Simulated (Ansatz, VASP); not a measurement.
# Two plane-wave programs on Ta

```
CELL_PARAMETERS angstrom
-1.60174 1.60174 1.62651
1.60174 -1.60174 1.62651
1.60174 1.60174 -1.62651
ATOMIC_POSITIONS crystal
Ta 0.00000 0.00000 0.00000
```

Change from the starting cell: strain -0.030 along x and y, -0.015 along z, atoms carried along.

Alike in both runs: task single point; functional PBE; k mesh 20 × 20 × 20; occupations gaussian, width 0.15 eV; no spin polarisation.

|  | VASP | Ansatz |
| --- | --- | --- |
| version | VASP 6.6.1 | Ansatz 0.2.0 |
| potentials or method | VASP PAW PBE potentials, release 64 (Ta_pv), cutoff 520 eV | scalar-relativistic, plane waves, PAW |
| valence electrons in the cell | 11 | 13 |

```tsv
	VASP	Ansatz	Ansatz less VASP
gap on the k mesh at the Fermi level (eV)	none	none	-
pressure (GPa)	21.6	21.3	-0.28
traceless stress, the component that is largest in VASP (GPa)	-1.50	-1.50	-0.004
```

A gap of «none» marks a metal or a gap that the smearing closes. With one functional, cell and mesh, what is left measures potentials, basis and numerics. VASP's potentials hold 11 valence electrons a cell and Ansatz's 13, so a difference there can come from the potentials and not from the codes.

Spin-orbit coupling is off throughout.
